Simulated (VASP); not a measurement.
# Al (P6_3/mmc) in VASP: a series of runs, part 2 of 2

VASP 6.6.1. Earlier steps stand in the parts before.

## 3. Relaxation of cell and atoms, PBEsol, target pressure 5 GPa, at which the enthalpy is minimised

Contents of INCAR:

```
ALGO     = Normal         # electronic algorithm
EDIFF    = 1E-7           # SCF threshold, eV
EDIFFG   = -0.01          # ionic threshold
ENCUT    = 600            # plane-wave cutoff, eV
GGA      = PS             # functional
IBRION   = 2              # ionic algorithm
ISIF     = 3              # what is computed and relaxed
ISMEAR   = -1             # smearing method
LASPH    = True           # aspherical terms in the spheres
LCHARG   = False          # write CHGCAR
LREAL    = False          # projectors in reciprocal space
LWAVE    = False          # write WAVECAR
NELM     = 100            # most SCF steps
NSW      = 60             # ionic steps
PREC     = Accurate       # precision mode
PSTRESS  = 50.0         
SIGMA    = 0.05           # smearing width, eV
```

Contents of KPOINTS:

```
k-points
0
Gamma
  11 11 3
```

Contents of POSCAR:

```
Al
1.0
    2.8270770242      0.0000000000      0.0000000000
   -1.4135385121      2.4483205214      0.0000000000
    0.0000000000      0.0000000000      9.1859930700
Al
4
Direct
    0.6666666667      0.3333333333      0.7500000000
    0.0000000000      0.0000000000      0.5000000000
    0.3333333333      0.6666666667      0.2500000000
    0.0000000000      0.0000000000      0.0000000000
```

Potentials or basis: VASP PAW PBE potentials, release 64 (Al).

Started as:

```console
$ cat potpaw_PBE.64/Al/POTCAR > POTCAR
$ mpirun -np 1 vasp_std > vasp.out
```

OUTCAR:

```text
EDIFF = 1E-7
   EDIFFG = -0.01
   ENCUT = 600
   GGA = PS
   IBRION = 2
   ISIF = 3
   ISMEAR = -1
   LASPH = True
   LREAL = False
   NELM = 100
   NSW = 60
   PREC = Accurate
   PSTRESS = 50.0

 ion  position               nearest neighbor table
   1  0.667  0.333  0.750-   2 2.82   4 2.82   2 2.82   4 2.82   2 2.82   4 2.82
   2  0.000  0.000  0.500-   1 2.82   3 2.82   3 2.82   1 2.82   1 2.82   3 2.82
   3  0.333  0.667  0.250-   2 2.82   4 2.82   2 2.82   4 2.82   2 2.82   4 2.82
   4  0.000  0.000  0.000-   1 2.82   3 2.82   3 2.82   1 2.82   1 2.82   3 2.82

  LATTYP: Found a hexagonal cell.
 ALAT       =     2.8270770242
 C/A-ratio  =     3.2492899880

  Lattice vectors:

 A1 = (   2.8270770242,   0.0000000000,   0.0000000000)
 A2 = (  -1.4135385121,   2.4483205214,   0.0000000000)
 A3 = (   0.0000000000,   0.0000000000,   9.1859930700)

Analysis of symmetry for initial positions (statically):
=====================================================================
 Subroutine PRICEL returns:
 Original cell was already a primitive cell.

 Routine SETGRP: Setting up the symmetry group for a
 hexagonal supercell.

 Subroutine GETGRP returns: Found 24 space group operations
 (whereof 12 operations were pure point group operations)
 out of a pool of 24 trial point group operations.

The static configuration has the point symmetry D_3d.
 The point group associated with its full space group is D_6h.

Analysis of symmetry for dynamics (positions and initial velocities):
=====================================================================
 Subroutine PRICEL returns:
 Original cell was already a primitive cell.

 Routine SETGRP: Setting up the symmetry group for a
 hexagonal supercell.

 Subroutine GETGRP returns: Found 24 space group operations
 (whereof 12 operations were pure point group operations)
 out of a pool of 24 trial point group operations.

The dynamic configuration has the point symmetry D_3d.
 The point group associated with its full space group is D_6h.

 Subroutine INISYM returns: Found 24 space group operations
 (whereof 12 operations are pure point group operations),
 and found     1 'primitive' translations

----------------------------------------------------------------------------------------

                                     Primitive cell

  volume of cell :      63.5817

  direct lattice vectors                    reciprocal lattice vectors
     2.827077024  0.000000000  0.000000000     0.353722234  0.204221627  0.000000000
    -1.413538512  2.448320521  0.000000000     0.000000000  0.408443254  0.000000000
     0.000000000  0.000000000  9.185993070     0.000000000  0.000000000  0.108861393

  length of vectors
     2.827077024  2.827077024  9.185993070     0.408443254  0.408443254  0.108861393

  position of ions in fractional coordinates (direct lattice)
     0.666666667  0.333333333  0.750000000
     0.000000000  0.000000000  0.500000000
     0.333333333  0.666666667  0.250000000
     0.000000000  0.000000000  0.000000000

  ion indices of the primitive-cell ions
   primitive index   ion index
                 1           1
                 2           2
                 3           3
                 4           4

[... 54 lines left out ...]
   number of dos      NEDOS =    301   number of ions     NIONS =      4
   total plane-waves  NPLWV =  46080
   dimension x,y,z NGX =    24 NGY =   24 NGZ =   80
   dimension x,y,z NGXF=    48 NGYF=   48 NGZF=  160
   ions per type =               4
   NGX,Y,Z   is equivalent  to a cutoff of  14.11, 14.11, 14.48 a.u.
   NGXF,Y,Z  is equivalent  to a cutoff of  28.23, 28.23, 28.96 a.u.
 SYSTEM =  unknown system
   PREC   = accura    normal or accurate (medium, high low for compatibility)
   ISTART =      0    job   : 0-new  1-cont  2-samecut
   ICHARG =      2    charge: 1-file 2-atom 10-const
   ISPIN  =      1    spin polarized calculation?
   LNONCOLLINEAR =      F non collinear calculations
   LSORBIT =      F    spin-orbit coupling
   LASPH  =      T    aspherical Exc in radial PAW
   ENCUT  =  600.0 eV  44.10 Ry    6.64 a.u.   5.65  5.65 18.35*2*pi/ulx,y,z
   NELM   =    100;   NELMIN=  2; NELMDL= -5     # of ELM steps
   EDIFF  = 0.1E-06   stopping-criterion for ELM
   LREAL  =      F    real-space projection
   EDIFFG = -.1E-01   stopping-criterion for IOM
   NSW    =     60    number of steps for IOM
   IBRION =      2    ionic relax: 0-MD 1-quasi-New 2-CG
   NFREE  =      1    steps in history (QN), initial steepest desc. (CG)
   ISIF   =      3    stress and relaxation
   ISYM   =      2    0-nonsym 1-usesym 2-fastsym
   POTIM  = 0.5000    time-step for ionic-motion
   TEBEG  =    0.0;   TEEND  =   0.0 temperature during run
   PSTRESS=   50.0 pullay stress
   NELECT =      12.0000    total number of electrons
   NUPDOWN=      -1.0000    fix difference up-down
   EMIN   =  10.00;   EMAX   =-10.00  energy-range for DOS
   EFERMI =   0.00;   METHOD = LEGACY
   ISMEAR =    -1;   SIGMA  =   0.05  broadening in eV -4-tet -1-fermi 0-gaus
   EFERMI_NEDOS =   21; number of points for ismear=-14 and -15
   IALGO  =     38    algorithm
   IMIX   =      4    mixing-type and parameters
     AMIX     =   0.40;   BMIX     =  1.00
     AMIX_MAG =   1.60;   BMIX_MAG =  1.00
  volume/ion in A,a.u.               =      15.90       107.27
  Fermi-wavevector in a.u.,A,eV,Ry     =   0.939055  1.774557 11.997959  0.881825
  Thomas-Fermi vector in A             =   2.066329
   LORBIT       =      0    0 simple, 1 ext, 2 COOP (PROOUT), +10 PAW based schemes
   GGA     = PS    functional components
   LHFCALC =     F    Hartree Fock is set to
   AEXX    =    0.0000 exact exchange contribution
   IVDW    =     0    specifies the selected vdW correction
   LEPSILON=     F    determine dielectric tensor
   LRPA    =     F    only Hartree local field effects (RPA)
 conjugate gradient relaxation of ions
 non-spin polarized calculation
  energy-cutoff  :      600.00
  volume of cell :       63.58
 maximum number of plane-waves:      2139
 NGX is ok and might be reduce to    24
   NGX = 11   NGY = 11   NGZ = 37

--------------------------------------- Ionic step        1  -------------------------------------------

 number of electron      12.0000000 magnetization

 Free energy of the ion-electron system (eV)
  ---------------------------------------------------
  ext. energy  EPLUGINS =         0.00000000
  ---------------------------------------------------
  free energy    TOTEN  =       -16.34996372 eV

  energy without entropy =      -16.33664672  energy(sigma->0) =      -16.34330522

------------------------ aborting loop because EDIFF is reached ----------------------------------------

  FORCE on cell =-STRESS in cart. coord.  units (eV):
  Direction    XX          YY          ZZ          XY          YZ          ZX
  --------------------------------------------------------------------------------------
  -------------------------------------------------------------------------------------
  Total        0.5382646      0.5382646      1.3296222      0.0000000      0.0000000      0.0000000
  in kB       13.5635803     13.5635803     33.5047835      0.0000000      0.0000000      0.0000000
  external PRESSURE =     -29.7893520 kB  Pullay stress =      50.0000000 kB
[... 187 lines left out ...]
--------------------------------------- Ionic step        6  -------------------------------------------

 number of electron      12.0000000 magnetization

 Free energy of the ion-electron system (eV)
  ---------------------------------------------------
  ext. energy  EPLUGINS =         0.00000000
  ---------------------------------------------------
  free energy    TOTEN  =       -16.31483436 eV

  energy without entropy =      -16.30549469  energy(sigma->0) =      -16.31016452

 E-fermi :   8.6935     XC(G=0): -10.5066

 val. band max:        8.6853837095   @ k =   0.2727   0.2727   0.0000
 cond. band min:       8.7267724561   @ k =   0.3636   0.0000   0.0000
 fundamental gap:      0.0413887466
 Fermi energy:         8.6935199274

 k-point     1 :       0.0000    0.0000    0.0000
  band No.  band energies     occupation
      1      -2.9339      2.00000
      2      -1.2003      2.00000
      3      -1.1925      2.00000
      4       3.7389      2.00000
      5       4.0510      2.00000
      6      12.0111      0.00000
      7      12.0220      0.00000
      8      20.0478      0.00000
      9      20.0478      0.00000
     10      20.1338      0.00000
[... 287 lines left out ...]
 k-point    24 :       0.1818    0.0909    0.3333
  band No.  band energies     occupation
      1      -1.2765      2.00000
      2      -0.7021      2.00000
      3       1.5698      2.00000
      4       3.2454      2.00000
      5       7.6179      2.00000
      6      10.1891      0.00000
      7      12.0776      0.00000
      8      12.5746      0.00000
      9      14.0645      0.00000
     10      14.2197      0.00000

 [... further k-points ...]
[... 5 lines left out ...]
  --------------------------------------------------------------------------------------
  -------------------------------------------------------------------------------------
  Total        1.8975968      1.8975968      1.9039903     -0.0000000      0.0000000      0.0000000
  in kB       49.2924517     49.2924517     49.4585296     -0.0000000      0.0000000      0.0000000
  external PRESSURE =      -0.6521890 kB  Pullay stress =      50.0000000 kB
[... 23 lines left out ...]
  energy  without entropy=      -16.3054946871  energy(sigma->0) =      -16.31016452

  enthalpy is  TOTEN    =       -14.3899992677 eV   P V=        1.9248350940

 reached required accuracy - stopping structural energy minimisation
```

Wall time 30 s (1 thread of Intel Xeon 6975P-C (Granite Rapids), shared host); peak memory 0.19 GiB.

What came out:

```
Free energy                                            : -16.3148 eV
Relaxed volume                                         : 15.42 Å³/atom
Relaxed cell                                           : a = 2.783 Å, b = 2.783 Å, c = 9.198 Å, α = 90.00°, β = 90.00°, γ = 120.00°
Space group after relaxing (to 0.05 Å)                 : P6_3/mmc (No. 194)
Energy change on relaxing (the enthalpy is what falls) : +8.8 meV/atom
Ionic steps                                            : 6
Pressure after relaxing                                : 4.9 GPa
Band gap on the k mesh                                 : zero (band 6 reaches 12.46 eV, above the bottom of band 7 at 6.82 eV)
```

The path:
| step | energy change (eV) | largest force (eV/Å) | pressure (GPa) | volume (Å³) |
| --- | --- | --- | --- | --- |
| 1 | 0.0000 | 0.0000 | 2.02 | 63.58 |
| 2 | 0.0634 | 0.0000 | 6.23 | 60.90 |
| 3 | 0.0432 | 0.0000 | 5.22 | 61.48 |
| 4 | 0.0398 | 0.0000 | 5.16 | 61.54 |
| 5 | 0.0389 | 0.0000 | 5.14 | 61.56 |
| 6 | 0.0351 | 0.0000 | 4.93 | 61.68 |

Final structure:
```yaml
crystal:
  lattice:
    - [2.78264, 0.00000, 0.00000]
    - [-1.39132, 2.40984, 0.00000]
    - [0.00000, 0.00000, 9.19791]
  atoms:
    - { symbol: Al, position: [0.66667, 0.33333, 0.75000] }
    - { symbol: Al, position: [0.00000, 0.00000, 0.50000] }
    - { symbol: Al, position: [0.33333, 0.66667, 0.25000] }
    - { symbol: Al, position: [0.00000, 0.00000, 0.00000] }
```

Levels at points of the mesh, in eV from the Fermi level:
```tsv
k point	band 3	band 4	band 5	band 6	band 7	band 8
(0.00, 0.00, 0.00)	-9.89	-4.95	-4.64	3.32	3.33	11.35
```

Caveat: the cell is relaxed towards a set pressure, so the enthalpy falls and the energy may rise; the PAW data sets were made with another functional, which shifts forces and pressure a little.
